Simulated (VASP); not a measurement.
# HfN (F-43m) in VASP: a series of runs

The runs below take HfN through single point, with RPBE, revPBE, BLYP.

Program: VASP 6.6.1. These are calculated values, not measurements. Logs are shortened: lines on timing, memory, paths and dates and some standing lists are left out, and cuts for length are marked.

## 1. The cell of the first run

The structure is cubic, space group F-43m (No. 216). Conventional cell: a = 4.946 Å, b = 4.946 Å, c = 4.946 Å, α = 90.00°, β = 90.00°, γ = 90.00°. Within 2.8 Å of Hf (site symmetry -43m) lie 4 N at 2.14 Å. Within 2.8 Å of N (site symmetry -43m) lie 4 Hf at 2.14 Å.

## 2. Single point, RPBE

Contents of INCAR:

```
SYSTEM = HfN
PREC     = Accurate       ! precision mode
ENCUT    = 520            ! plane-wave cutoff, eV
EDIFF    = 1E-6           ! SCF threshold, eV
ISMEAR   = -1             ! smearing method
SIGMA    = 0.05           ! smearing width, eV
LREAL    = .False.        ! projectors in reciprocal space
LASPH    = .True.         ! aspherical terms in the spheres
NELM     = 80             ! most SCF steps
ALGO     = Normal         ! electronic algorithm
ISIF     = 2              ! what is computed and relaxed
LWAVE    = .False.        ! write WAVECAR
LCHARG   = .False.        ! write CHGCAR
GGA      = RP             ! functional
NBANDS   = 14             ! bands
```

Contents of KPOINTS:

```
Automatic mesh
0
Gamma
  9 9 9
  0 0 0
```

Contents of POSCAR:

```
HfN
1.0
    0.0000000000      2.4730868691      2.4730868691
    2.4730868691      0.0000000000      2.4730868691
    2.4730868691      2.4730868691      0.0000000000
Hf N
1 1
Direct
    0.0000000000      0.0000000000      0.0000000000
    0.2500000000      0.2500000000      0.2500000000
```

Potentials or basis: VASP PAW PBE potentials, release 64 (Hf_pv, N).

Run with:

```console
$ cat potpaw_PBE.64/Hf_pv/POTCAR potpaw_PBE.64/N/POTCAR > POTCAR
$ mpirun -np 1 vasp_std > vasp.out
```

OUTCAR:

```text
SYSTEM = HfN
   PREC = Accurate
   ENCUT = 520
   EDIFF = 1E-6
   ISMEAR = -1
   LREAL = .False.
   LASPH = .True.
   NELM = 80
   ISIF = 2
   GGA = RP

 ion  position               nearest neighbor table
   1  0.000  0.000  0.000-   2 2.14   2 2.14   2 2.14   2 2.14
   2  0.250  0.250  0.250-   1 2.14   1 2.14   1 2.14   1 2.14

  LATTYP: Found a face centered cubic cell.
 ALAT       =     4.9461737382

  Lattice vectors:

 A1 = (   0.0000000000,   2.4730868691,   2.4730868691)
 A2 = (   2.4730868691,   0.0000000000,   2.4730868691)
 A3 = (   2.4730868691,   2.4730868691,   0.0000000000)

Analysis of symmetry for initial positions (statically):
=====================================================================
 Subroutine PRICEL returns:
 Original cell was already a primitive cell.

 Routine SETGRP: Setting up the symmetry group for a
 face centered cubic supercell.

 Subroutine GETGRP returns: Found 24 space group operations
 (whereof 24 operations were pure point group operations)
 out of a pool of 48 trial point group operations.

The static configuration has the point symmetry T_d .

Analysis of symmetry for dynamics (positions and initial velocities):
=====================================================================
 Subroutine PRICEL returns:
 Original cell was already a primitive cell.

 Routine SETGRP: Setting up the symmetry group for a
 face centered cubic supercell.

 Subroutine GETGRP returns: Found 24 space group operations
 (whereof 24 operations were pure point group operations)
 out of a pool of 48 trial point group operations.

The dynamic configuration has the point symmetry T_d .

 Subroutine INISYM returns: Found 24 space group operations
 (whereof 24 operations are pure point group operations),
 and found     1 'primitive' translations

----------------------------------------------------------------------------------------

                                     Primitive cell

  volume of cell :      30.2516

  direct lattice vectors                    reciprocal lattice vectors
     0.000000000  2.473086869  2.473086869    -0.202176481  0.202176481  0.202176481
     2.473086869  0.000000000  2.473086869     0.202176481 -0.202176481  0.202176481
     2.473086869  2.473086869  0.000000000     0.202176481  0.202176481 -0.202176481

  length of vectors
     3.497472991  3.497472991  3.497472991     0.350179937  0.350179937  0.350179937

  position of ions in fractional coordinates (direct lattice)
[... 83 lines left out ...]
   IBRION =     -1    ionic relax: 0-MD 1-quasi-New 2-CG
   NFREE  =      0    steps in history (QN), initial steepest desc. (CG)
   ISIF   =      2    stress and relaxation
   ISYM   =      2    0-nonsym 1-usesym 2-fastsym
   POTIM  = 0.5000    time-step for ionic-motion
   TEBEG  =    0.0;   TEEND  =   0.0 temperature during run
   PSTRESS=    0.0 pullay stress
   NELECT =      15.0000    total number of electrons
   NUPDOWN=      -1.0000    fix difference up-down
   EMIN   =  10.00;   EMAX   =-10.00  energy-range for DOS
   EFERMI =   0.00;   METHOD = LEGACY
   ISMEAR =    -1;   SIGMA  =   0.05  broadening in eV -4-tet -1-fermi 0-gaus
   EFERMI_NEDOS =   21; number of points for ismear=-14 and -15
   IALGO  =     38    algorithm
   IMIX   =      4    mixing-type and parameters
     AMIX     =   0.40;   BMIX     =  1.00
     AMIX_MAG =   1.60;   BMIX_MAG =  1.00
  volume/ion in A,a.u.               =      15.13       102.07
  Fermi-wavevector in a.u.,A,eV,Ry     =   1.295754  2.448620 22.843887  1.678978
  Thomas-Fermi vector in A             =   2.427254
   LORBIT       =      0    0 simple, 1 ext, 2 COOP (PROOUT), +10 PAW based schemes
   GGA     = RP    functional components
   LHFCALC =     F    Hartree Fock is set to
   AEXX    =    0.0000 exact exchange contribution
   IVDW    =     0    specifies the selected vdW correction
   LEPSILON=     F    determine dielectric tensor
   LRPA    =     F    only Hartree local field effects (RPA)
 non-spin polarized calculation
  energy-cutoff  :      520.00
  volume of cell :       30.25
 maximum number of plane-waves:       869
 NGX is ok and might be reduce to    28
   NGX = 13   NGY = 13   NGZ = 13

 number of electron      14.9999999 magnetization

 Free energy of the ion-electron system (eV)
  ---------------------------------------------------
  ext. energy  EPLUGINS =         0.00000000
  ---------------------------------------------------
  free energy    TOTEN  =       -20.33283329 eV

  energy without entropy =      -20.32668991  energy(sigma->0) =      -20.32976160

 E-fermi :   5.7201     XC(G=0): -11.0088

 val. band max:        5.7095707929   @ k =  -0.2222   0.3333   0.1111
 cond. band min:       5.7753181443   @ k =   0.1111   0.1111   0.0000
 fundamental gap:      0.0657473514
 Fermi energy:         5.7201329136

 k-point     1 :       0.0000    0.0000    0.0000
  band No.  band energies     occupation
      1     -25.5287      2.00000
      2     -25.5287      2.00000
      3     -25.5287      2.00000
      4     -10.4047      2.00000
      5       0.3676      2.00000
      6       0.3676      2.00000
      7       0.3676      2.00000
      8       4.9382      2.00000
      9       7.9639      0.00000
     10       7.9639      0.00000
     11      12.1790      0.00000
     12      12.1790      0.00000
     13      12.1790      0.00000
     14      17.9812      0.00000
[... 377 lines left out ...]
      1     -25.9382      2.00000
      2     -25.6674      2.00000
      3     -25.6674      2.00000
      4      -9.0794      2.00000
      5      -1.0235      2.00000
      6       2.0527      2.00000
      7       2.0527      2.00000
      8       4.6068      2.00000
      9       8.0817      0.00000
     10       9.6313      0.00000
     11      10.4015      0.00000
     12      10.4015      0.00000
     13      14.4224      0.00000
     14      17.2438      0.00000

 [... further k-points ...]
[... 5 lines left out ...]
  --------------------------------------------------------------------------------------
  -------------------------------------------------------------------------------------
  Total       -0.1996396     -0.1996396     -0.1996396      0.0000000     -0.0000000      0.0000000
  in kB      -10.5732670    -10.5732670    -10.5732670      0.0000000     -0.0000000      0.0000000
  external PRESSURE =     -10.5732670 kB  Pullay stress =       0.0000000 kB

 VOLUME and BASIS-vectors are now :
 -----------------------------------------------------------------------------
  energy-cutoff  :      520.00
  volume of cell :       30.25
      direct lattice vectors                 reciprocal lattice vectors
     0.000000000  2.473086869  2.473086869    -0.202176481  0.202176481  0.202176481
     2.473086869  0.000000000  2.473086869     0.202176481 -0.202176481  0.202176481
     2.473086869  2.473086869  0.000000000     0.202176481  0.202176481 -0.202176481

 POSITION                                       TOTAL-FORCE (eV/Angst)
 -----------------------------------------------------------------------------------
      0.00000      0.00000      0.00000        -0.000000      0.000000     -0.000000
      1.23654      1.23654      1.23654         0.000000     -0.000000      0.000000
 -----------------------------------------------------------------------------------
    total drift:                               -0.000000     -0.000000     -0.000000

  FREE ENERGIE OF THE ION-ELECTRON SYSTEM (eV)
  ---------------------------------------------------
  free  energy   TOTEN  =       -20.3328332871 eV

  energy  without entropy=      -20.3266899123  energy(sigma->0) =      -20.32976160
```

It took 12 s on 1 thread of AMD EPYC 7R13 (Zen 3), shared host; peak memory 0.13 GiB.

What came out:

```yaml
Free_energy: -20.3328 eV
Pressure: -1.1 GPa
```

Levels at points of the mesh, in eV from the Fermi level:
```tsv
k point	band 4	band 5	band 6	band 7	band 8	band 9	band 10	band 11	band 12	band 13
(0.00, 0.00, 0.00)	-16.12	-5.35	-5.35	-5.35	-0.78	2.24	2.24	6.46	6.46	6.46
```

Caveat: the PAW data sets were made with another functional, which shifts forces and pressure a little; spin-orbit coupling is left out, which moves the levels of the heavy elements.

## 3. Single point, revPBE

This run uses another cell than the first one, of 15.05 Å³/atom, 0.995 times its volume.

Contents of INCAR:

```
PREC     = Accurate       # precision mode
ENCUT    = 520            # plane-wave cutoff, eV
EDIFF    = 1E-6           # SCF threshold, eV
ISMEAR   = -1             # smearing method
SIGMA    = 0.05           # smearing width, eV
LREAL    = False          # projectors in reciprocal space
LASPH    = True           # aspherical terms in the spheres
NELM     = 100            # most SCF steps
ALGO     = Normal         # electronic algorithm
ISIF     = 2              # what is computed and relaxed
LWAVE    = False          # write WAVECAR
LCHARG   = True           # write CHGCAR
GGA      = RE             # functional
LELF     = True           # ELF
LVHAR    = True         
NBANDS   = 14             # bands
```

Contents of KPOINTS:

```
regular mesh
0
Gamma
  9 9 9
```

Contents of POSCAR:

```
HfN
1.0
    0.0000000000      2.4688721850      2.4688721850
    2.4688721850      0.0000000000      2.4688721850
    2.4688721850      2.4688721850      0.0000000000
Hf N
1 1
Direct
    0.0000000000      0.0000000000      0.0000000000
    0.2500000000      0.2500000000      0.2500000000
```

Potentials or basis: VASP PAW PBE potentials, release 64 (Hf_pv, N).

Run with:

```console
$ cat potpaw_PBE.64/Hf_pv/POTCAR potpaw_PBE.64/N/POTCAR > POTCAR
$ mpirun -np 1 vasp_std > vasp.out
```

Run time: 12 s. Hardware: 1 thread of AMD EPYC 7R13 (Zen 3), shared host; peak memory 0.13 GiB.

Results (log left out):

```yaml
Free_energy: -20.4791 eV
Pressure: -1.0 GPa
```

Levels at points of the mesh, in eV from the Fermi level:
```
           k point  band 4  band 5  band 6  band 7  band 8  band 9  band 10  band 11  band 12  band 13
(0.00, 0.00, 0.00)  -16.13   -5.37   -5.37   -5.37   -0.77    2.24     2.24     6.49     6.49     6.49
```

Caveat: the PAW data sets were made with another functional, which shifts forces and pressure a little; spin-orbit coupling is left out, which moves the levels of the heavy elements.

## 4. Single point, BLYP

This run uses another cell than the first one, of 15.28 Å³/atom, 1.010 times its volume.

Contents of INCAR:

```
PREC = Accurate
ENCUT = 520
EDIFF = 1E-7
ISMEAR = -1
SIGMA = 0.05
LREAL = F
LASPH = T
NELM = 60
ALGO = Normal
ISIF = 2
LWAVE = F
LCHARG = F
GGA = B5
ALDAX = 1.0
AGGAX = 1.0
AGGAC = 1.0
ALDAC = 0.0
NBANDS = 14
```

KPOINTS is that of step 3.

Contents of POSCAR:

```
HfN
1.0
    0.0000000000      2.4813223319      2.4813223319
    2.4813223319      0.0000000000      2.4813223319
    2.4813223319      2.4813223319      0.0000000000
Hf N
1 1
Direct
    0.0000000000      0.0000000000      0.0000000000
    0.2500000000      0.2500000000      0.2500000000
```

Run with:

```console
$ cat potpaw_PBE.64/Hf_pv/POTCAR potpaw_PBE.64/N/POTCAR > POTCAR
$ mpirun -np 1 vasp_std > vasp.out
```

It took 19 s on 1 thread of AMD EPYC 7R13 (Zen 3), shared host; peak memory 0.13 GiB.

Results (log left out):

```yaml
Free_energy: -19.7700 eV
Pressure: -0.5 GPa
```

Levels at points of the mesh, in eV from the Fermi level:
| k point | band 6 | band 7 | band 8 | band 9 | band 10 | band 11 |
| --- | --- | --- | --- | --- | --- | --- |
| (0.00, 0.00, 0.00) | -5.36 | -5.36 | -0.64 | 2.06 | 2.06 | 6.27 |

Caveat: the PAW data sets were made with another functional, which shifts forces and pressure a little; spin-orbit coupling is left out, which moves the levels of the heavy elements.

## 5. The runs side by side

```tsv
level	cell	gap on the mesh (eV)	pressure (GPa)
RPBE	a = 3.497 Å, angles 60.0°, 2 atoms	none	-1.1
revPBE	a = 3.492 Å, angles 60.0°, 2 atoms	none	-1.0
BLYP	a = 3.509 Å, angles 60.0°, 2 atoms	none	-0.5
```

Alike in all rows: task single point; potentials or basis VASP PAW PBE potentials, release 64 (Hf_pv, N); no spin polarisation; k mesh 9 × 9 × 9; cutoff (eV) 520; smearing fermi-dirac 0.05 eV.

Caveats: the PAW data sets were made with another functional, which shifts forces and pressure a little; spin-orbit coupling is left out, which moves the levels of the heavy elements.

Total energies depend on the potentials used, so only differences within one code and one set of settings carry meaning.
